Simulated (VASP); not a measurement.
# BaTe (I4mm) in VASP: single point with PBE

Aim: the single point of BaTe with PBE.

Everything below comes from runs of VASP 6.6.1. Logs are shortened: lines on timing, memory, paths and dates and some standing lists are left out, and cuts for length are marked.

## 1. The cell of the first run

It takes space group I4mm (No. 107, tetragonal). Conventional cell: a = 4.822 Å, b = 4.822 Å, c = 6.820 Å, α = 90.00°, β = 90.00°, γ = 90.00°. Ba (site symmetry 4mm) has 6 Te at 3.39 to 3.43 Å within 4.5 Å. Within 4.5 Å of Te (site symmetry 4mm) lie 6 Ba at 3.39 to 3.43 Å.

## 2. Single point, PBE

Contents of INCAR:

```
PREC = Accurate
ENCUT = 500
EDIFF = 1E-6
ISMEAR = 0
SIGMA = 0.01
LREAL = F
LASPH = T
NELM = 120
ALGO = Normal
ISIF = 2
LWAVE = F
LCHARG = T
GGA = PE
LELF = T
LVHAR = T
NBANDS = 15
GGA_COMPAT = F
```

Contents of KPOINTS:

```
Automatic mesh
0
Gamma
  4 4 4
```

Contents of POSCAR:

```
BaTe
1.0
    0.0000000000      3.4100000000      3.4100000000
    3.4100000000      0.0000000000      3.4100000000
    3.4100000000      3.4100000000      0.0000000000
Ba Te
1 1
Direct
    0.0000000000      0.0000000000      0.0000000000
    0.5029325513      0.4970674487      0.5029325513
```

Potentials or basis: VASP PAW PBE potentials, release 64 (Ba_sv, Te).

Command:

```console
> cat potpaw_PBE.64/Ba_sv/POTCAR potpaw_PBE.64/Te/POTCAR > POTCAR
> mpirun -np 1 vasp_std > vasp.out
```

OUTCAR:

```text
PREC = Accurate
   ENCUT = 500
   EDIFF = 1E-6
   ISMEAR = 0
   LREAL = F
   LASPH = T
   NELM = 120
   ISIF = 2
   GGA = PE

 ion  position               nearest neighbor table
   1  0.000  0.000  0.000-   2 3.39   2 3.41   2 3.41   2 3.41   2 3.41   2 3.43
   2  0.503  0.497  0.503-   1 3.39   1 3.41   1 3.41   1 3.41   1 3.41   1 3.43

  LATTYP: Found a face centered cubic cell.
 ALAT       =     6.8200000000

  Lattice vectors:

 A1 = (   0.0000000000,   3.4100000000,   3.4100000000)
 A2 = (   3.4100000000,   0.0000000000,   3.4100000000)
 A3 = (   3.4100000000,   3.4100000000,   0.0000000000)

Analysis of symmetry for initial positions (statically):
=====================================================================
 Subroutine PRICEL returns:
 Original cell was already a primitive cell.

 Routine SETGRP: Setting up the symmetry group for a
 face centered cubic supercell.

 Subroutine GETGRP returns: Found  8 space group operations
 (whereof  8 operations were pure point group operations)
 out of a pool of 48 trial point group operations.

The static configuration has the point symmetry C_4v.

Analysis of symmetry for dynamics (positions and initial velocities):
=====================================================================
 Subroutine PRICEL returns:
 Original cell was already a primitive cell.

 Routine SETGRP: Setting up the symmetry group for a
 face centered cubic supercell.

 Subroutine GETGRP returns: Found  8 space group operations
 (whereof  8 operations were pure point group operations)
 out of a pool of 48 trial point group operations.

The dynamic configuration has the point symmetry C_4v.

 Subroutine INISYM returns: Found  8 space group operations
 (whereof  8 operations are pure point group operations),
 and found     1 'primitive' translations

----------------------------------------------------------------------------------------

                                     Primitive cell

  volume of cell :      79.3036

  direct lattice vectors                    reciprocal lattice vectors
     0.000000000  3.410000000  3.410000000    -0.146627566  0.146627566  0.146627566
     3.410000000  0.000000000  3.410000000     0.146627566 -0.146627566  0.146627566
     3.410000000  3.410000000  0.000000000     0.146627566  0.146627566 -0.146627566

  length of vectors
     4.822468248  4.822468248  4.822468248     0.253966394  0.253966394  0.253966394

  position of ions in fractional coordinates (direct lattice)
     0.000000000  0.000000000  0.000000000
     0.502932551  0.497067449  0.502932551

  ion indices of the primitive-cell ions
   primitive index   ion index
                 1           1
                 2           2

----------------------------------------------------------------------------------------

 KPOINTS: Automatic mesh

Automatic generation of k-mesh.
 Grid dimensions read from file:
 generate k-points for:    4    4    4

 Generating k-lattice:

  Cartesian coordinates                     Fractional coordinates (reciprocal lattice)
    -0.036656891  0.036656891  0.036656891     0.250000000  0.000000000  0.000000000
     0.036656891 -0.036656891  0.036656891     0.000000000  0.250000000  0.000000000
     0.036656891  0.036656891 -0.036656891     0.000000000  0.000000000  0.250000000

  Length of vectors
     0.063491599  0.063491599  0.063491599

  Shift w.r.t. Gamma in fractional coordinates (k-lattice)
     0.000000000  0.000000000  0.000000000

 Subroutine IBZKPT returns following result:
 ===========================================

 Found     13 irreducible k-points:

 Following reciprocal coordinates:
            Coordinates               Weight
  0.000000  0.000000  0.000000      1.000000
  0.250000  0.000000  0.000000      8.000000
  0.500000  0.000000  0.000000      4.000000
  0.250000  0.250000  0.000000      4.000000
  0.250000  0.000000  0.250000      2.000000
  0.500000  0.250000  0.000000     16.000000
  0.250000  0.000000  0.500000      8.000000
 -0.250000  0.250000  0.000000      8.000000
  0.250000  0.000000 -0.250000      4.000000
  0.500000  0.500000  0.000000      2.000000
  0.500000  0.000000  0.500000      1.000000
 -0.250000  0.500000  0.250000      2.000000
  0.250000 -0.250000  0.500000      4.000000
   k-points           NKPTS =     13   k-points in BZ     NKDIM =     13   number of bands    NBANDS=     15
   number of dos      NEDOS =    301   number of ions     NIONS =      2
   total plane-waves  NPLWV =  46656
   dimension x,y,z NGX =    36 NGY =   36 NGZ =   36
   dimension x,y,z NGXF=    72 NGYF=   72 NGZF=   72
   ions per type =               1   1
   NGX,Y,Z   is equivalent  to a cutoff of  12.41, 12.41, 12.41 a.u.
   NGXF,Y,Z  is equivalent  to a cutoff of  24.82, 24.82, 24.82 a.u.
 SYSTEM =  unknown system
   PREC   = accura    normal or accurate (medium, high low for compatibility)
   ISTART =      0    job   : 0-new  1-cont  2-samecut
   ICHARG =      2    charge: 1-file 2-atom 10-const
   ISPIN  =      1    spin polarized calculation?
   LNONCOLLINEAR =      F non collinear calculations
   LSORBIT =      F    spin-orbit coupling
   LASPH  =      T    aspherical Exc in radial PAW
   ENCUT  =  500.0 eV  36.75 Ry    6.06 a.u.   8.79  8.79  8.79*2*pi/ulx,y,z
   NELM   =    120;   NELMIN=  2; NELMDL= -5     # of ELM steps
   EDIFF  = 0.1E-05   stopping-criterion for ELM
   LREAL  =      F    real-space projection
   EDIFFG = 0.1E-04   stopping-criterion for IOM
   NSW    =      0    number of steps for IOM
   IBRION =     -1    ionic relax: 0-MD 1-quasi-New 2-CG
   NFREE  =      0    steps in history (QN), initial steepest desc. (CG)
   ISIF   =      2    stress and relaxation
   ISYM   =      2    0-nonsym 1-usesym 2-fastsym
   POTIM  = 0.5000    time-step for ionic-motion
   TEBEG  =    0.0;   TEEND  =   0.0 temperature during run
   PSTRESS=    0.0 pullay stress
   NELECT =      16.0000    total number of electrons
   NUPDOWN=      -1.0000    fix difference up-down
   EMIN   =  10.00;   EMAX   =-10.00  energy-range for DOS
   EFERMI =   0.00;   METHOD = LEGACY
   ISMEAR =     0;   SIGMA  =   0.01  broadening in eV -4-tet -1-fermi 0-gaus
   EFERMI_NEDOS =   21; number of points for ismear=-14 and -15
   IALGO  =     38    algorithm
   IMIX   =      4    mixing-type and parameters
     AMIX     =   0.40;   BMIX     =  1.00
     AMIX_MAG =   1.60;   BMIX_MAG =  1.00
  volume/ion in A,a.u.               =      39.65       267.58
  Fermi-wavevector in a.u.,A,eV,Ry     =   0.960175  1.814468 12.543704  0.921936
  Thomas-Fermi vector in A             =   2.089436
   LORBIT       =      0    0 simple, 1 ext, 2 COOP (PROOUT), +10 PAW based schemes
   GGA     = PE    functional components
   LHFCALC =     F    Hartree Fock is set to
   AEXX    =    0.0000 exact exchange contribution
   IVDW    =     0    specifies the selected vdW correction
   LEPSILON=     F    determine dielectric tensor
   LRPA    =     F    only Hartree local field effects (RPA)
 non-spin polarized calculation
 Gauss-broadening in eV      SIGMA  =   0.01
  energy-cutoff  :      500.00
  volume of cell :       79.30
 maximum number of plane-waves:      2044
   NGX = 17   NGY = 17   NGZ = 17

 number of electron      15.9999999 magnetization

 Free energy of the ion-electron system (eV)
  ---------------------------------------------------
  ext. energy  EPLUGINS =         0.00000000
  ---------------------------------------------------
  free energy    TOTEN  =        -8.49910608 eV

  energy without entropy =       -8.49910608  energy(sigma->0) =       -8.49910608

 E-fermi :   2.8763     XC(G=0):  -8.5607

 val. band max:        2.8055330283   @ k =   0.0000   0.0000   0.0000
 cond. band min:       4.1263908060   @ k =   0.5000   0.0000   0.5000
 fundamental gap:      1.3208577777
 Fermi energy:         2.8763465230

 k-point     1 :       0.0000    0.0000    0.0000
  band No.  band energies     occupation
      1     -24.0387      2.00000
      2      -9.2112      2.00000
      3      -9.2109      2.00000
      4      -9.2109      2.00000
      5      -6.9178      2.00000
      6       2.8054      2.00000
      7       2.8054      2.00000
      8       2.8055      2.00000
      9       5.6592      0.00000
     10       5.6600      0.00000
     11       5.6600      0.00000
     12       6.0295      0.00000
     13       6.3627      0.00000
     14       6.3642      0.00000
     15       9.7793      0.00000

 k-point     2 :       0.2500    0.0000    0.0000
  band No.  band energies     occupation
      1     -24.0285      2.00000
      2      -9.5507      2.00000
      3      -9.2178      2.00000
      4      -9.2177      2.00000
      5      -6.4000      2.00000
      6       1.3060      2.00000
      7       2.0208      2.00000
      8       2.0212      2.00000
      9       5.9140      0.00000
     10       6.4415      0.00000
     11       6.4415      0.00000
     12       8.0231      0.00000
     13       8.0940      0.00000
     14       8.0975      0.00000
     15      11.3535      0.00000

 k-point     3 :       0.5000    0.0000    0.0000
  band No.  band energies     occupation
      1     -24.0182      2.00000
      2      -9.8114      2.00000
      3      -9.2245      2.00000
      4      -9.2243      2.00000
      5      -5.9334      2.00000
      6       0.3387      2.00000
      7       1.5038      2.00000
      8       1.5040      2.00000
      9       7.0937      0.00000
     10       7.7368      0.00000
     11       7.8398      0.00000
     12       7.8399      0.00000
     13       9.9371      0.00000
     14       9.9393      0.00000
     15      10.7817      0.00000
[... 145 lines left out ...]
 k-point    12 :      -0.2500    0.5000    0.2500
  band No.  band energies     occupation
      1     -24.0115      2.00000
      2      -9.4358      2.00000
      3      -9.4131      2.00000
      4      -9.4131      2.00000
      5      -6.3934      2.00000
      6       1.3703      2.00000
      7       1.8134      2.00000
      8       1.8134      2.00000
      9       6.3250      0.00000
     10       6.3250      0.00000
     11       7.8512      0.00000
     12       8.2443      0.00000
     13       8.8130      0.00000
     14      11.4711      0.00000
     15      11.6074      0.00000

 k-point    13 :       0.2500   -0.2500    0.5000
  band No.  band energies     occupation
      1     -24.0115      2.00000
      2      -9.4371      2.00000
      3      -9.4132      2.00000
      4      -9.4118      2.00000
      5      -6.3934      2.00000
      6       1.3700      2.00000
      7       1.8137      2.00000
      8       1.8143      2.00000
      9       6.3232      0.00000
     10       6.3243      0.00000
     11       7.8518      0.00000
     12       8.2441      0.00000
     13       8.8127      0.00000
     14      11.4996      0.00000
     15      11.5769      0.00000

------------------------ aborting loop because EDIFF is reached ----------------------------------------

  FORCE on cell =-STRESS in cart. coord.  units (eV):
  Direction    XX          YY          ZZ          XY          YZ          ZX
  --------------------------------------------------------------------------------------
  -------------------------------------------------------------------------------------
  Total        2.1496766      2.1587253      2.1496766      0.0000000      0.0000000      0.0000000
  in kB       43.4300757     43.6128862     43.4300757      0.0000000      0.0000000      0.0000000
  external PRESSURE =      43.4910125 kB  Pullay stress =       0.0000000 kB

 VOLUME and BASIS-vectors are now :
 -----------------------------------------------------------------------------
  energy-cutoff  :      500.00
  volume of cell :       79.30
      direct lattice vectors                 reciprocal lattice vectors
     0.000000000  3.410000000  3.410000000    -0.146627566  0.146627566  0.146627566
     3.410000000  0.000000000  3.410000000     0.146627566 -0.146627566  0.146627566
     3.410000000  3.410000000  0.000000000     0.146627566  0.146627566 -0.146627566

 POSITION                                       TOTAL-FORCE (eV/Angst)
 -----------------------------------------------------------------------------------
      0.00000      0.00000      0.00000         0.000000      0.057259      0.000000
      3.41000      3.43000      3.41000         0.000000     -0.057259      0.000000
 -----------------------------------------------------------------------------------
    total drift:                               -0.000000     -0.000032     -0.000000

  FREE ENERGIE OF THE ION-ELECTRON SYSTEM (eV)
  ---------------------------------------------------
  free  energy   TOTEN  =        -8.4991060839 eV

  energy  without entropy=       -8.4991060839  energy(sigma->0) =       -8.49910608
```

It took 39 s on 1 thread of AMD EPYC, shared host; peak memory 0.17 GiB.

What came out:

```
Free energy            : -8.4991 eV
Pressure               : 4.3 GPa
Largest force          : 0.057 eV/Å
Band gap on the k mesh : 1.32 eV, indirect (least direct gap 1.70 eV)
```

Forces in eV/Å, atoms in the order of the input:
```
Ba   0.000  0.057  0.000
Te   0.000 -0.057  0.000
```

Levels at points of the mesh, in eV from the valence-band top:
```tsv
k point	band 6	band 7	band 8	band 9	band 10	band 11
(0.00, 0.00, 0.00)	0.00	0.00	0.00	2.85	2.85	2.85
(0.50, 0.00, 0.00)	-2.47	-1.30	-1.30	4.29	4.93	5.03
(0.50, 0.50, 0.00)	-1.15	-0.38	-0.38	1.32	4.54	4.99
(0.50, 0.00, 0.50)	-1.15	-0.38	-0.38	1.32	4.54	4.99
```

Caveat: spin-orbit coupling is left out, which moves the levels of the heavy elements. A k mesh can miss the band edges.
